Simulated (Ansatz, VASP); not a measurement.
**Two plane-wave programs on In2Sb**

```
In Sb
1.0
     5.37990    0.00000    0.00000
    -2.68995    4.65913    0.00000
     0.00000    0.00000    6.72255
In Sb
4 2
Direct
  0.66667 0.33333 0.25000
  0.33333 0.66667 0.75000
  0.00000 0.00000 0.50000
  0.00000 0.00000 0.00000
  0.66667 0.33333 0.75000
  0.33333 0.66667 0.25000
```

Alike in both runs: task single point; functional r2SCAN; k mesh 12 × 12 × 6; occupations gaussian, width 0.5 eV; no spin polarisation.

```csv
,VASP,Ansatz
version,VASP 6.6.1,Ansatz 0.2.0
potentials or method,"VASP PAW PBE potentials, release 64 (In_d, Sb), cutoff 520 eV","scalar-relativistic, plane waves, PAW"
valence electrons in the cell,62,82
```

|  | VASP | Ansatz | Ansatz less VASP |
| --- | --- | --- | --- |
| gap on the k mesh at the Fermi level (eV) | none | none | - |
| pressure (GPa) | -0.8 | -0.8 | +0.05 |
| traceless stress, the component that is largest in VASP (GPa) | -1.06 | -1.04 | +0.012 |

VASP's potentials were made for PBE, not for r2SCAN. A gap of «none» marks a metal or a gap that the smearing closes. VASP's potentials hold 62 valence electrons a cell and Ansatz's 82, so a difference there can come from the potentials and not from the codes.

Spin-orbit coupling is off throughout.
